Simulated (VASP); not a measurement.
# C in VASP: notebook, part 2 of 2

VASP 6.6.1. The steps go on from the part before.

## (4) Elastic constants, PBEsol

This run uses another cell than the first one, of 7.31 Å³/atom.

The input, INCAR:

```
PREC     = Accurate       # precision mode
ENCUT    = 600            # plane-wave cutoff, eV
EDIFF    = 1E-8           # SCF threshold, eV
ISMEAR   = -1             # smearing method
SIGMA    = 0.15           # smearing width, eV
LREAL    = F              # projectors in reciprocal space
LASPH    = T              # aspherical terms in the spheres
NELM     = 100            # most SCF steps
ALGO     = Normal         # electronic algorithm
ISIF     = 3              # what is computed and relaxed
LWAVE    = F              # write WAVECAR
LCHARG   = T              # write CHGCAR
GGA      = PS             # functional
IBRION   = 6              # ionic algorithm
NFREE    = 2            
POTIM    = 0.015          # step
NSW      = 1              # ionic steps
```

The input, KPOINTS:

```
Automatic mesh
0
Gamma
  18 18 12
```

The input, POSCAR:

```
C
1.0
    2.4210828919      0.0000000000      0.0000000000
   -1.2105414459      2.0967192890      0.0000000000
    0.0000000000      0.0000000000      2.8798639153
C
2
Direct
    0.3333333333      0.6666666667      0.0000000000
    0.6666666667      0.3333333333      0.0000000000
```

Potentials or basis: VASP PAW PBE potentials, release 64 (C).

The run is started by

```bash
cat potpaw_PBE.64/C/POTCAR > POTCAR
mpirun -np 1 vasp_std > vasp.out
```

OUTCAR:

```text
PREC = Accurate
   ENCUT = 600
   EDIFF = 1E-8
   ISMEAR = -1
   LREAL = F
   LASPH = T
   NELM = 100
   ISIF = 3
   GGA = PS
   IBRION = 6
   NFREE = 2
   POTIM = 0.015
   NSW = 1

 ion  position               nearest neighbor table
   1  0.333  0.667  0.000-   2 1.40   2 1.40   2 1.40
   2  0.667  0.333  0.000-   1 1.40   1 1.40   1 1.40

  LATTYP: Found a hexagonal cell.
 ALAT       =     2.4210828919
 C/A-ratio  =     1.1894941412

  Lattice vectors:

 A1 = (   2.4210828919,   0.0000000000,   0.0000000000)
 A2 = (  -1.2105414459,   2.0967192890,   0.0000000000)
 A3 = (   0.0000000000,   0.0000000000,   2.8798639153)

Analysis of symmetry for initial positions (statically):
=====================================================================
 Subroutine PRICEL returns:
 Original cell was already a primitive cell.

 Routine SETGRP: Setting up the symmetry group for a
 hexagonal supercell.

 Subroutine GETGRP returns: Found 24 space group operations
 (whereof 24 operations were pure point group operations)
 out of a pool of 24 trial point group operations.

The static configuration has the point symmetry D_6h.

Analysis of symmetry for dynamics (positions and initial velocities):
=====================================================================
 Subroutine PRICEL returns:
 Original cell was already a primitive cell.

 Routine SETGRP: Setting up the symmetry group for a
 hexagonal supercell.
[... 653 lines left out ...]

 INTERNAL STRAIN TENSOR FOR ION    1 for displacements in x,y,z  (eV/Angst):
          X           Y           Z          XY          YZ          ZX
  --------------------------------------------------------------------------------
  x    -0.00000     0.00000    -0.00000   -16.27582     0.00000    -0.00000
  y   -16.32275    16.38523     0.00000    -0.00032     0.00070    -0.00081
  z     0.00000    -0.00000    -0.00000    -0.00000     0.00097     0.00000

 INTERNAL STRAIN TENSORS FROM DISPLACED ATOMS
 ============================================

 INTERNAL STRAIN TENSOR FOR ION    1 for displacements in x,y,z  (eV/Angst):
          X           Y           Z          XY          YZ          ZX
  --------------------------------------------------------------------------------
  x    -0.00000     0.00000     0.00000   -16.28441     0.00000     0.00000
  y   -16.28441    16.28441     0.00000     0.00000     0.00000     0.00000
  z     0.00000     0.00000     0.00000     0.00000     0.00000     0.00000

 INTERNAL STRAIN TENSOR FOR ION    2 for displacements in x,y,z  (eV/Angst):
          X           Y           Z          XY          YZ          ZX
  --------------------------------------------------------------------------------
  x     0.00000    -0.00000    -0.00000    16.28441     0.00000     0.00000
  y    16.28441   -16.28441     0.00000    -0.00000     0.00000     0.00000
  z     0.00000     0.00000     0.00000     0.00000     0.00000     0.00000

 Eigenvectors and eigenvalues of the dynamical matrix
 ----------------------------------------------------

   1 f  =   48.723557 THz   306.139137 2PiTHz 1625.242917 cm-1   201.504349 meV
             X         Y         Z           dx          dy          dz
     -0.000000  1.397813  0.000000     0.657510    0.260156    0.000000
      1.210541  0.698906  0.000000    -0.657510   -0.260156    0.000000
[... 11 lines left out ...]
   4 f  =    0.000000 THz     0.000001 2PiTHz    0.000005 cm-1     0.000001 meV
             X         Y         Z           dx          dy          dz
     -0.000000  1.397813  0.000000     0.000000    0.000000   -0.707107
      1.210541  0.698906  0.000000     0.000000    0.000000   -0.707107

   5 f/i=    0.000000 THz     0.000003 2PiTHz    0.000015 cm-1     0.000002 meV
             X         Y         Z           dx          dy          dz
     -0.000000  1.397813  0.000000    -0.699241   -0.105176   -0.000000
      1.210541  0.698906  0.000000    -0.699241   -0.105176    0.000000

   6 f/i=    0.000001 THz     0.000003 2PiTHz    0.000018 cm-1     0.000002 meV
             X         Y         Z           dx          dy          dz
     -0.000000  1.397813  0.000000    -0.105176    0.699241    0.000000
      1.210541  0.698906  0.000000    -0.105176    0.699241    0.000000

--------------------------------------------------------------------------------------------------------

 ELASTIC MODULI CONTR FROM IONIC RELAXATION (kBar)
 Direction    XX          YY          ZZ          XY          YZ          ZX
 --------------------------------------------------------------------------------
 XX        -498.2038    498.2038      0.0000     -0.0000      0.0000      0.0000
 YY         498.2038   -498.2038      0.0000     -0.0000      0.0000      0.0000
 ZZ           0.0000      0.0000     -0.0000      0.0000      0.0000      0.0000
 XY          -0.0000     -0.0000      0.0000   -498.2038      0.0000      0.0000
 YZ           0.0000      0.0000      0.0000      0.0000      0.0000      0.0000
 ZX           0.0000      0.0000      0.0000      0.0000      0.0000      0.0000
 --------------------------------------------------------------------------------

 TOTAL ELASTIC MODULI (kBar)
 Direction    XX          YY          ZZ          XY          YZ          ZX
 --------------------------------------------------------------------------------
 XX       13286.7438   2853.4931    -95.8629      0.0000      0.0000      0.0000
 YY        2853.4931  13286.7438    -95.8629      0.0000     -0.0000      0.0000
 ZZ         -95.8629    -95.8629   1604.6038     -0.0000     -0.0000      0.0000
 XY           0.0000      0.0000     -0.0000   5216.6253      0.0000     -0.0000
 YZ          -0.0000     -0.0000     -0.0000      0.0000   -259.3525     -0.0000
 ZX          -0.0000     -0.0000      0.0000     -0.0000     -0.0000   -259.3523
 --------------------------------------------------------------------------------
```

stdout:

```text
POSCAR found type information on POSCAR C
 POSCAR found :  1 types and       2 ions
 scaLAPACK will be used
 -----------------------------------------------------------------------------
|                                                                             |
|                                                                             |
|     You enforced a specific xc type in the INCAR file but a different       |
|     I HOPE YOU KNOW WHAT YOU ARE DOING!                                     |
[... 32 lines left out ...]
 Finite differences progress:
 bond charge predicted
 Finite differences progress:
 bond charge predicted
 Finite differences progress:
 bond charge predicted
 Finite differences progress:
 bond charge predicted
 Finite differences progress:
 bond charge predicted
 Finite differences progress:
 bond charge predicted
 Finite differences progress:
```

Wall time 8.6 min (1 thread of Intel Xeon Platinum 8488C (Sapphire Rapids), shared host); peak memory 0.37 GiB.

Results:

- Voigt bulk modulus: 372 GPa
- Highest phonon frequency at Γ: 1625 cm⁻¹

Phonon frequencies in cm⁻¹ (negative: imaginary):
| q point | frequencies |
| --- | --- |
| (0.000, 0.000, 0.000) | 0 0 0 867 1625 1625 |

Elastic tensor in Voigt notation (GPa, in the Cartesian axes of the cell as first typed):
```
1329  285  -10    0    0    0
 285 1329  -10    0    0    0
 -10  -10  160    0    0    0
   0    0    0  -26    0    0
   0    0    0    0  -26    0
   0    0    0    0    0  522
```

Clamped-ion elastic tensor (GPa):
```
1378  236  -10    0    0    0
 236 1378  -10    0    0    0
 -10  -10  160    0    0    0
   0    0    0  -26    0    0
   0    0    0    0  -26    0
   0    0    0    0    0  571
```

Caveat: the cell is under stress, which shifts elastic constants; the elastic tensor has a negative eigenvalue, so either the cell is unstable as it stands or the mesh is too thin; this functional lacks dispersion, which binds layers or chains, so the pressure and a relaxed spacing across them are unreliable; the PAW data sets were made with another functional, which shifts forces and pressure a little.
